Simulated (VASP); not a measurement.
Here is a VASP 6.6.1 calculation.

INCAR

```
SYSTEM = Be
ALGO = Normal
EDIFF = 1E-6
EDIFFG = -0.005
ENCUT = 600
GGA = PE
IBRION = 2
ISIF = 3
ISMEAR = -1
LASPH = .True.
LCHARG = .False.
LREAL = .False.
LWAVE = .False.
NELM = 80
NSW = 32
PREC = Accurate
PSTRESS = 690.0
SIGMA = 0.05
```

The input KPOINTS:

```
k-points
0
Gamma
  11 11 16
  0 0 0
```

The input POSCAR:

```
Be
1.0
    3.2113389362      0.0000000000      0.0000000000
   -1.6056694681      2.7811010989      0.0000000000
    0.0000000000      0.0000000000      1.9226078302
Be
3
Direct
    0.0000000000      0.0000000000      0.0000000000
    0.3333333333      0.6666666667      0.5000000000
    0.6666666667      0.3333333333      0.5000000000
```

Potentials or basis: VASP PAW PBE potentials, release 64 (Be).

Command:

```console
$ cat potpaw_PBE.64/Be/POTCAR > POTCAR
$ mpirun -np 1 vasp_std > vasp.out
```

Problem. Predict the band gap on the k mesh.

Solution. Zero (bands 3 and 4 overlap by 6.70 eV).

Problem. Estimate the relaxed volume.

Solution. 5.73 Å³/atom.

Problem. Predict the space group after relaxing (to 0.1 Å).

Solution. P6/mmm (No. 191).

Final structure:
```cif
data_structure
_symmetry_space_group_name_H-M 'P 1'
_symmetry_Int_Tables_number 1
_cell_length_a 3.2127
_cell_length_b 3.2127
_cell_length_c 1.9233
_cell_angle_alpha 90.000
_cell_angle_beta 90.000
_cell_angle_gamma 120.000
_cell_volume 17.19
loop_
_atom_site_label
_atom_site_type_symbol
_atom_site_fract_x
_atom_site_fract_y
_atom_site_fract_z
_atom_site_occupancy
Be1 Be 0.00000 0.00000 0.00000 1
Be2 Be 0.33333 0.66667 0.50000 1
Be3 Be 0.66667 0.33333 0.50000 1
```

Caveat: the cell is relaxed towards a set pressure, so the run minimises the enthalpy, not the energy.
